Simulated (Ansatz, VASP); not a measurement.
Two plane-wave programs on PtS2

```
Pt S
1.0
     3.65743    0.00000    0.00000
    -1.82871    3.07666    0.00000
     0.00000    0.00000    5.12283
Pt S
1 2
Cartesian
  0.0000 0.0000 0.0000
  0.0000 2.0662 1.2013
  1.8287 1.0105 3.9215
```

Change from the starting cell: uniaxial_x strain +3.0%.

Alike in both runs: task single point; functional PBE; k mesh 12 × 12 × 6; occupations fermi-dirac, width 0.02 eV; no spin polarisation.

|  | VASP | Ansatz |
| --- | --- | --- |
| version | VASP 6.6.1 | Ansatz 0.2.0 |
| potentials or method | VASP PAW PBE potentials, release 64 (Pt, S) | plane waves, PAW |
| plane-wave cutoff (eV) | 520 | 420 |
| valence electrons in the cell | 22 | 30 |

```tsv
	VASP	Ansatz	Ansatz less VASP
pressure (GPa)	0.4	0.8	+0.42
traceless stress, the component that is largest in VASP (GPa)	-2.55	-2.48	+0.065
rms of the force components (eV/Å)	0.004	0.019	+0.0149
```

Atom by atom the forces differ by 0.017 eV/Å (rms over components). With one functional, cell and mesh, what is left measures potentials, basis and numerics. VASP's potentials hold 22 valence electrons a cell and Ansatz's 30, so a difference there can come from the potentials and not from the codes.

Neither program's run includes spin-orbit coupling.
